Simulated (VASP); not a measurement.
# ZnSe7 (P3m1) in VASP: notebook

The runs below take ZnSe7 through single point, relaxation of cell and atoms, with PBE.

Everything below comes from runs of VASP 6.6.1. Logs are shortened: lines on timing, memory, paths and dates and some standing lists are left out, and cuts for length are marked.

## (1) The cell of the first run

The structure is trigonal, space group P3m1 (No. 156). The conventional cell has a = 3.896 Å, b = 3.896 Å, c = 15.051 Å, α = 90.00°, β = 90.00°, γ = 120.00°. Zn (site symmetry 3m) has 4 Se at 2.39 to 2.61 Å within 3.2 Å. Se (site symmetry 3m) has 1 Zn at 2.61 Å and 3 Se at 2.71 Å within 3.4 Å. Within 3.2 Å of Se (site symmetry 3m) lie 3 Zn at 2.39 Å. Within 3.6 Å of Se (site symmetry 3m) lie 6 Se at 2.71 Å. Within 3.6 Å of Se (site symmetry 3m) lie 6 Se at 2.70 to 2.72 Å. Within 3.6 Å of Se (site symmetry 3m) lie 6 Se at 2.72 to 3.43 Å. Se (site symmetry 3m) has 15 Se at 2.70 to 3.90 Å within 3.9 Å. Se (site symmetry 3m) has 6 Se at 2.71 to 3.43 Å within 3.6 Å.

## (2) Single point, PBE

INCAR

```
PREC = Accurate ; ENCUT = 520
EDIFF = 1E-6 ; ISMEAR = 0
SIGMA = 0.2 ; LREAL = False
LASPH = True ; NELM = 60
ALGO = Normal ; ISIF = 2
LWAVE = False ; LCHARG = False
GGA = PE ; NBANDS = 37
```

KPOINTS

```
Automatic mesh
0
Gamma
  5 5 2
```

POSCAR

```
ZnSe7
1.0
    3.8960944121      0.0000000000      0.0000000000
   -1.9480472060      3.3741167364      0.0000000000
    0.0000000000      0.0000000000     15.0507568006
Zn Se
1 7
Direct
    0.0000000000      0.0000000000      0.1469742031
    0.0000000000      0.0000000000     -0.0266972550
    0.3333333333      0.6666666667      0.1999290427
    0.3333333333      0.6666666667      0.8725258823
    0.0000000000      0.0000000000      0.4975212972
    0.3333333333      0.6666666667      0.5992105596
    0.6666666667      0.3333333333      0.3979155088
    0.6666666667      0.3333333333      0.7716207613
```

Potentials or basis: VASP PAW PBE potentials, release 64 (Zn, Se).

Launch:

```console
$ cat potpaw_PBE.64/Zn/POTCAR potpaw_PBE.64/Se/POTCAR > POTCAR
$ mpirun -np 1 vasp_std > vasp.out
```

OUTCAR:

```text
PREC = Accurate
   ENCUT = 520
   EDIFF = 1E-6
   ISMEAR = 0
   LREAL = False
   LASPH = True
   NELM = 60
   ISIF = 2
   GGA = PE

 ion  position               nearest neighbor table
   1  0.000  0.000  0.147-   3 2.39   3 2.39   3 2.39   2 2.61
   2  0.000  0.000  0.973-   1 2.61   4 2.71   4 2.71   4 2.71
   3  0.333  0.667  0.200-   1 2.39   1 2.39   1 2.39
   4  0.333  0.667  0.873-   2 2.71   2 2.71   2 2.71   8 2.71   8 2.71   8 2.71
   5  0.000  0.000  0.498-   7 2.70   7 2.70   7 2.70   6 2.72   6 2.72   6 2.72
   6  0.333  0.667  0.599-   5 2.72   5 2.72   5 2.72
   7  0.667  0.333  0.398-   5 2.70   5 2.70   5 2.70
   8  0.667  0.333  0.772-   4 2.71   4 2.71   4 2.71

  LATTYP: Found a hexagonal cell.
 ALAT       =     3.8960944121
 C/A-ratio  =     3.8630369823

  Lattice vectors:

 A1 = (   3.8960944121,   0.0000000000,   0.0000000000)
 A2 = (  -1.9480472060,   3.3741167364,   0.0000000000)
 A3 = (   0.0000000000,   0.0000000000,  15.0507568006)

Analysis of symmetry for initial positions (statically):
=====================================================================
 Subroutine PRICEL returns:
 Original cell was already a primitive cell.

 Routine SETGRP: Setting up the symmetry group for a
 hexagonal supercell.

 Subroutine GETGRP returns: Found  6 space group operations
 (whereof  6 operations were pure point group operations)
 out of a pool of 24 trial point group operations.

The static configuration has the point symmetry C_3v.

Analysis of symmetry for dynamics (positions and initial velocities):
=====================================================================
 Subroutine PRICEL returns:
 Original cell was already a primitive cell.

 Routine SETGRP: Setting up the symmetry group for a
 hexagonal supercell.

 Subroutine GETGRP returns: Found  6 space group operations
 (whereof  6 operations were pure point group operations)
 out of a pool of 24 trial point group operations.

The dynamic configuration has the point symmetry C_3v.

 Subroutine INISYM returns: Found  6 space group operations
 (whereof  6 operations are pure point group operations),
 and found     1 'primitive' translations

----------------------------------------------------------------------------------------

                                     Primitive cell

  volume of cell :     197.8554

  direct lattice vectors                    reciprocal lattice vectors
     3.896094412  0.000000000  0.000000000     0.256667291  0.148186930  0.000000000
    -1.948047206  3.374116736  0.000000000     0.000000000  0.296373860  0.000000000
     0.000000000  0.000000000 15.050756801     0.000000000  0.000000000  0.066441842

  length of vectors
     3.896094412  3.896094412 15.050756801     0.296373860  0.296373860  0.066441842

  position of ions in fractional coordinates (direct lattice)
     0.000000000  0.000000000  0.146974203
     0.000000000  0.000000000  0.973302745
     0.333333333  0.666666667  0.199929043
     0.333333333  0.666666667  0.872525882
     0.000000000  0.000000000  0.497521297
     0.333333333  0.666666667  0.599210560
     0.666666667  0.333333333  0.397915509
     0.666666667  0.333333333  0.771620761

  ion indices of the primitive-cell ions
   primitive index   ion index
                 1           1
                 2           2
                 3           3
                 4           4
                 5           5
                 6           6
                 7           7
                 8           8

----------------------------------------------------------------------------------------

 KPOINTS: Automatic mesh

Automatic generation of k-mesh.
 Grid dimensions read from file:
 generate k-points for:    5    5    2

 Generating k-lattice:

  Cartesian coordinates                     Fractional coordinates (reciprocal lattice)
     0.051333458  0.029637386  0.000000000     0.200000000  0.000000000  0.000000000
     0.000000000  0.059274772  0.000000000     0.000000000  0.200000000  0.000000000
     0.000000000  0.000000000  0.033220921     0.000000000  0.000000000  0.500000000

  Length of vectors
     0.059274772  0.059274772  0.033220921

  Shift w.r.t. Gamma in fractional coordinates (k-lattice)
     0.000000000  0.000000000  0.000000000

 Subroutine IBZKPT returns following result:
 ===========================================

 Found     10 irreducible k-points:

 Following reciprocal coordinates:
            Coordinates               Weight
  0.000000  0.000000  0.000000      1.000000
  0.200000  0.000000  0.000000      6.000000
  0.400000  0.000000  0.000000      6.000000
  0.200000  0.200000  0.000000      6.000000
  0.400000  0.200000  0.000000      6.000000
  0.000000  0.000000  0.500000      1.000000
  0.200000  0.000000  0.500000      6.000000
  0.400000  0.000000  0.500000      6.000000
  0.200000  0.200000  0.500000      6.000000
  0.400000  0.200000  0.500000      6.000000
   k-points           NKPTS =     10   k-points in BZ     NKDIM =     10   number of bands    NBANDS=     37
   number of dos      NEDOS =    301   number of ions     NIONS =      8
   total plane-waves  NPLWV = 100800
   dimension x,y,z NGX =    30 NGY =   30 NGZ =  112
   dimension x,y,z NGXF=    60 NGYF=   60 NGZF=  224
   ions per type =               1   7
   NGX,Y,Z   is equivalent  to a cutoff of  12.80, 12.80, 12.37 a.u.
   NGXF,Y,Z  is equivalent  to a cutoff of  25.60, 25.60, 24.74 a.u.
 SYSTEM =  unknown system
   PREC   = accura    normal or accurate (medium, high low for compatibility)
   ISTART =      0    job   : 0-new  1-cont  2-samecut
   ICHARG =      2    charge: 1-file 2-atom 10-const
   ISPIN  =      1    spin polarized calculation?
   LNONCOLLINEAR =      F non collinear calculations
   LSORBIT =      F    spin-orbit coupling
   LASPH  =      T    aspherical Exc in radial PAW
   ENCUT  =  520.0 eV  38.22 Ry    6.18 a.u.   7.24  7.24 27.98*2*pi/ulx,y,z
   NELM   =     60;   NELMIN=  2; NELMDL= -5     # of ELM steps
   EDIFF  = 0.1E-05   stopping-criterion for ELM
   LREAL  =      F    real-space projection
   EDIFFG = 0.1E-04   stopping-criterion for IOM
   NSW    =      0    number of steps for IOM
   IBRION =     -1    ionic relax: 0-MD 1-quasi-New 2-CG
   NFREE  =      0    steps in history (QN), initial steepest desc. (CG)
   ISIF   =      2    stress and relaxation
   ISYM   =      2    0-nonsym 1-usesym 2-fastsym
   POTIM  = 0.5000    time-step for ionic-motion
   TEBEG  =    0.0;   TEEND  =   0.0 temperature during run
   PSTRESS=    0.0 pullay stress
   NELECT =      54.0000    total number of electrons
   NUPDOWN=      -1.0000    fix difference up-down
   EMIN   =  10.00;   EMAX   =-10.00  energy-range for DOS
   EFERMI =   0.00;   METHOD = LEGACY
   ISMEAR =     0;   SIGMA  =   0.20  broadening in eV -4-tet -1-fermi 0-gaus
   EFERMI_NEDOS =   21; number of points for ismear=-14 and -15
   IALGO  =     38    algorithm
   IMIX   =      4    mixing-type and parameters
     AMIX     =   0.40;   BMIX     =  1.00
     AMIX_MAG =   1.60;   BMIX_MAG =  1.00
  volume/ion in A,a.u.               =      24.73       166.90
  Fermi-wavevector in a.u.,A,eV,Ry     =   1.061916  2.006730 15.342818  1.127665
  Thomas-Fermi vector in A             =   2.197349
   LORBIT       =      0    0 simple, 1 ext, 2 COOP (PROOUT), +10 PAW based schemes
   GGA     = PE    functional components
   LHFCALC =     F    Hartree Fock is set to
   AEXX    =    0.0000 exact exchange contribution
   IVDW    =     0    specifies the selected vdW correction
   LEPSILON=     F    determine dielectric tensor
   LRPA    =     F    only Hartree local field effects (RPA)
 non-spin polarized calculation
 Gauss-broadening in eV      SIGMA  =   0.20
  energy-cutoff  :      520.00
  volume of cell :      197.86
 maximum number of plane-waves:      5372
 NGX is ok and might be reduce to    30
   NGX = 15   NGY = 15   NGZ = 55

 number of electron      53.9999997 magnetization

 Free energy of the ion-electron system (eV)
  ---------------------------------------------------
  ext. energy  EPLUGINS =         0.00000000
  ---------------------------------------------------
  free energy    TOTEN  =       -25.46303506 eV

  energy without entropy =      -25.44538129  energy(sigma->0) =      -25.45420817

 E-fermi :   2.9018     XC(G=0):  -9.2922

 val. band max:        2.8883474641   @ k =   0.0000   0.0000   0.0000
 cond. band min:       3.0592989218   @ k =   0.0000   0.0000   0.5000
 fundamental gap:      0.1709514578
 Fermi energy:         2.9017671280

 k-point     1 :       0.0000    0.0000    0.0000
  band No.  band energies     occupation
      1     -13.2387      2.00000
      2     -12.8149      2.00000
      3     -10.3948      2.00000
      4      -9.8252      2.00000
      5      -9.6697      2.00000
      6      -7.7804      2.00000
[... 29 lines left out ...]
     36       9.2485      0.00000
     37       9.4915      0.00000

 k-point     2 :       0.2000    0.0000    0.0000
  band No.  band energies     occupation
      1     -12.8667      2.00000
      2     -12.4437      2.00000
      3     -10.1924      2.00000
      4      -9.6282      2.00000
      5      -9.4945      2.00000
      6      -8.2211      2.00000
[... 29 lines left out ...]
     36       8.7690      0.00000
     37       9.1523      0.00000

 k-point     3 :       0.4000    0.0000    0.0000
  band No.  band energies     occupation
      1     -11.9189      2.00000
      2     -11.5033      2.00000
      3     -10.0569      2.00000
      4      -9.5279      2.00000
      5      -9.2353      2.00000
      6      -9.1114      2.00000
[... 29 lines left out ...]
     36       8.0619      0.00000
     37       8.6369      0.00000

 k-point     4 :       0.2000    0.2000    0.0000
  band No.  band energies     occupation
      1     -12.1841      2.00000
      2     -11.7647      2.00000
      3      -9.9299      2.00000
      4      -9.3769      2.00000
      5      -9.2737      2.00000
      6      -9.0105      2.00000
[... 29 lines left out ...]
     36       8.8440      0.00000
     37       9.2642      0.00000

 k-point     5 :       0.4000    0.2000    0.0000
  band No.  band energies     occupation
      1     -11.3981      2.00000
      2     -10.9969      2.00000
      3     -10.1096      2.00000
      4      -9.6167      2.00000
      5      -9.5606      2.00000
      6      -9.0883      2.00000
[... 29 lines left out ...]
     36       8.7906      0.00000
     37       9.0832      0.00000

 k-point     6 :       0.0000    0.0000    0.5000
  band No.  band energies     occupation
      1     -13.2386      2.00000
      2     -12.8152      2.00000
      3     -10.3705      2.00000
      4      -9.9350      2.00000
      5      -9.5742      2.00000
      6      -7.8046      2.00000
[... 29 lines left out ...]
     36       9.2465      0.00000
     37       9.5116      0.00000

 k-point     7 :       0.2000    0.0000    0.5000
  band No.  band energies     occupation
      1     -12.8666      2.00000
      2     -12.4440      2.00000
      3     -10.1758      2.00000
      4      -9.7167      2.00000
      5      -9.4132      2.00000
      6      -8.2362      2.00000
[... 29 lines left out ...]
     36       8.7336      0.00000
     37       9.1373      0.00000

 k-point     8 :       0.4000    0.0000    0.5000
  band No.  band energies     occupation
      1     -11.9188      2.00000
      2     -11.5034      2.00000
      3     -10.0559      2.00000
      4      -9.5338      2.00000
      5      -9.2126      2.00000
      6      -9.1308      2.00000
[... 29 lines left out ...]
     36       8.1517      0.00000
     37       8.5417      0.00000

 k-point     9 :       0.2000    0.2000    0.5000
  band No.  band energies     occupation
      1     -12.1840      2.00000
      2     -11.7649      2.00000
      3      -9.9248      2.00000
      4      -9.4248      2.00000
      5      -9.2096      2.00000
      6      -9.0322      2.00000
[... 29 lines left out ...]
     36       8.8331      0.00000
     37       9.1454      0.00000

 k-point    10 :       0.4000    0.2000    0.5000
  band No.  band energies     occupation
      1     -11.3981      2.00000
      2     -10.9969      2.00000
      3     -10.1096      2.00000
      4      -9.6155      2.00000
      5      -9.5620      2.00000
      6      -9.0867      2.00000
[... 29 lines left out ...]
     36       8.9454      0.00000
     37       9.0050      0.00000

------------------------ aborting loop because EDIFF is reached ----------------------------------------

  FORCE on cell =-STRESS in cart. coord.  units (eV):
  Direction    XX          YY          ZZ          XY          YZ          ZX
  --------------------------------------------------------------------------------------
  -------------------------------------------------------------------------------------
  Total        0.3420898      0.3420898      0.7271012      0.0000000     -0.0000000     -0.0000000
  in kB        2.7701466      2.7701466      5.8878611      0.0000000     -0.0000000     -0.0000000
  external PRESSURE =       3.8093848 kB  Pullay stress =       0.0000000 kB

 VOLUME and BASIS-vectors are now :
 -----------------------------------------------------------------------------
  energy-cutoff  :      520.00
  volume of cell :      197.86
      direct lattice vectors                 reciprocal lattice vectors
     3.896094412  0.000000000  0.000000000     0.256667291  0.148186930  0.000000000
    -1.948047206  3.374116736  0.000000000     0.000000000  0.296373860  0.000000000
     0.000000000  0.000000000 15.050756801     0.000000000  0.000000000  0.066441842

 POSITION                                       TOTAL-FORCE (eV/Angst)
 -----------------------------------------------------------------------------------
      0.00000      0.00000      2.21207         0.000000     -0.000000     -0.064998
      0.00000      0.00000     14.64894        -0.000000     -0.000000      0.051493
     -0.00000      2.24941      3.00908        -0.000000     -0.000000      0.081706
     -0.00000      2.24941     13.13217         0.000000     -0.000000     -0.077561
      0.00000      0.00000      7.48807         0.000000      0.000000     -0.034418
     -0.00000      2.24941      9.01857         0.000000     -0.000000      0.055461
      1.94805      1.12471      5.98893        -0.000000      0.000000     -0.019338
      1.94805      1.12471     11.61348        -0.000000     -0.000000      0.007655
 -----------------------------------------------------------------------------------
    total drift:                                0.000001     -0.000000      0.000873

  FREE ENERGIE OF THE ION-ELECTRON SYSTEM (eV)
  ---------------------------------------------------
  free  energy   TOTEN  =       -25.4630350550 eV

  energy  without entropy=      -25.4453812938  energy(sigma->0) =      -25.45420817
```

Run time: 53 s. Hardware: 1 thread of Intel Xeon 6975P-C (Granite Rapids), shared host; peak memory 0.32 GiB.

Results:

```
Free energy            : -25.4630 eV
Pressure               : 0.4 GPa
Largest force          : 0.082 eV/Å
Band gap on the k mesh : zero (filled and empty bands touch)
```

Forces on the atoms (eV/Å):
```
Zn   0.000  0.000 -0.065
Se   0.000  0.000  0.051
Se   0.000  0.000  0.082
Se   0.000  0.000 -0.078
Se   0.000  0.000 -0.034
Se   0.000  0.000  0.055
Se   0.000  0.000 -0.019
Se   0.000  0.000  0.008
```

Caveat: the k points lie up to 0.37 Å⁻¹ apart; semilocal functionals underestimate gaps, and a narrow one can read as zero.

## (3) Single point, PBE (24.93 Å³/atom)

This run uses another cell than the first one, of 24.93 Å³/atom.

INCAR

```
PREC = Accurate
ENCUT = 520
EDIFF = 1E-6
ISMEAR = 0
SIGMA = 0.1
LREAL = F
LASPH = T
NELM = 60
ALGO = Normal
ISIF = 2
LWAVE = F
LCHARG = F
GGA = PE
NBANDS = 37
```

KPOINTS

```
Automatic mesh
0
Gamma
  12 12 2
```

POSCAR

```
ZnSe7
1.0
    3.8601865688      0.0000000000      0.0000000000
   -1.9300932844      3.3430196319      0.0000000000
    0.0000000000      0.0000000000     15.4536251403
Zn Se
1 7
Direct
    0.0000000000      0.0000000000      0.1463000764
    0.0000000000      0.0000000000      0.9755780645
    0.3333333333      0.6666666667      0.1988176941
    0.3333333333      0.6666666667      0.8756187291
    0.0000000000      0.0000000000      0.4946832131
    0.3333333333      0.6666666667      0.5943877722
    0.6666666667      0.3333333333      0.3966224112
    0.6666666667      0.3333333333      0.7769920394
```

Potentials or basis: VASP PAW PBE potentials, release 64 (Zn, Se).

Launch:

```console
$ cat potpaw_PBE.64/Zn/POTCAR potpaw_PBE.64/Se/POTCAR > POTCAR
$ mpirun -np 1 vasp_std > vasp.out
```

Wall time 3 min (1 thread of Intel Xeon 6975P-C (Granite Rapids), shared host); peak memory 0.46 GiB.

The run converged. Its results:

```
Free energy            : -25.5259 eV
Pressure               : 0.5 GPa
Largest force          : 0.032 eV/Å
Band gap on the k mesh : zero (bands 27 and 28 overlap by 0.04 eV)
```

Forces in eV/Å, atoms in the order of the input:
```
Zn   0.000  0.000 -0.026
Se   0.000  0.000  0.003
Se   0.000  0.000  0.032
Se   0.000  0.000 -0.002
Se   0.000  0.000  0.000
Se   0.000  0.000  0.009
Se   0.000  0.000 -0.008
Se   0.000  0.000 -0.008
```

Levels at points of the mesh, in eV from the Fermi level:
```tsv
k point	band 24	band 25	band 26	band 27	band 28	band 29	band 30	band 31
(0.00, 0.00, 0.00)	-1.08	-0.74	-0.55	0.04	0.04	0.55	0.55	0.61
(0.50, 0.00, 0.00)	-1.41	-1.26	-1.15	-1.06	0.45	1.33	1.48	1.92
(0.00, 0.00, 0.50)	-1.08	-1.08	-0.01	0.04	0.04	0.36	0.57	0.57
(0.50, 0.00, 0.50)	-1.50	-1.39	-1.04	-0.78	0.49	1.07	1.45	2.04
```

Caveat: semilocal functionals underestimate gaps, and a narrow one can read as zero.

## (4) Single point, PBE

This run uses another cell than the first one, of 25.70 Å³/atom.

INCAR

```
ALGO = Normal ; EDIFF = 1E-6
ENCUT = 520 ; GGA = PE
ISIF = 2 ; ISMEAR = 0
LASPH = T ; LCHARG = T
LELF = T ; LREAL = F
LVHAR = T ; LWAVE = F
NBANDS = 37 ; NELM = 100
PREC = Accurate ; SIGMA = 0.1
```

KPOINTS

```
k-points
0
Gamma
  12 12 2
```

POSCAR

```
ZnSe7
1.0
    3.8668314470      0.0000000000      0.0000000000
   -1.9334157235      3.3487742653      0.0000000000
    0.0000000000      0.0000000000     15.8768647793
Zn Se
1 7
Direct
    0.0000000000      0.0000000000      0.1425737665
    0.0000000000      0.0000000000      0.9744766046
    0.3333333333      0.6666666667      0.1932447139
    0.3333333333      0.6666666667      0.8772456108
    0.0000000000      0.0000000000      0.4962040514
    0.3333333333      0.6666666667      0.5929875580
    0.6666666667      0.3333333333      0.4007998114
    0.6666666667      0.3333333333      0.7814678834
```

Launch:

```console
$ cat potpaw_PBE.64/Zn/POTCAR potpaw_PBE.64/Se/POTCAR > POTCAR
$ mpirun -np 1 vasp_std > vasp.out
```

Run time: 3.1 min. Hardware: 1 thread of Intel Xeon 6975P-C (Granite Rapids), shared host; peak memory 0.46 GiB.

Results (log left out):

- Free energy: -25.5346 eV
- Pressure: 0.1 GPa
- Largest force: 0.018 eV/Å
- Band gap on the k mesh: zero (bands 27 and 28 overlap by 0.07 eV)

Forces on the atoms (eV/Å):
```
Zn   0.000  0.000 -0.017
Se   0.000  0.000 -0.006
Se   0.000  0.000  0.018
Se   0.000  0.000  0.006
Se   0.000  0.000  0.000
Se   0.000  0.000  0.004
Se   0.000  0.000 -0.004
Se   0.000  0.000 -0.003
```

Levels at points of the mesh, in eV from the Fermi level:
| k point | band 25 | band 26 | band 27 | band 28 | band 29 | band 30 |
| --- | --- | --- | --- | --- | --- | --- |
| (0.00, 0.00, 0.00) | -0.89 | -0.55 | 0.07 | 0.07 | 0.45 | 0.55 |
| (0.50, 0.00, 0.00) | -1.23 | -1.16 | -1.04 | 0.45 | 1.26 | 1.49 |
| (0.00, 0.00, 0.50) | -1.08 | -0.13 | 0.06 | 0.06 | 0.24 | 0.56 |
| (0.50, 0.00, 0.50) | -1.32 | -1.08 | -0.84 | 0.47 | 1.08 | 1.47 |

Caveat: semilocal functionals underestimate gaps, and a narrow one can read as zero.

[end of part 1 of 2]

The gap in the log of VASP goes by the Fermi energy; the results here count the filled bands.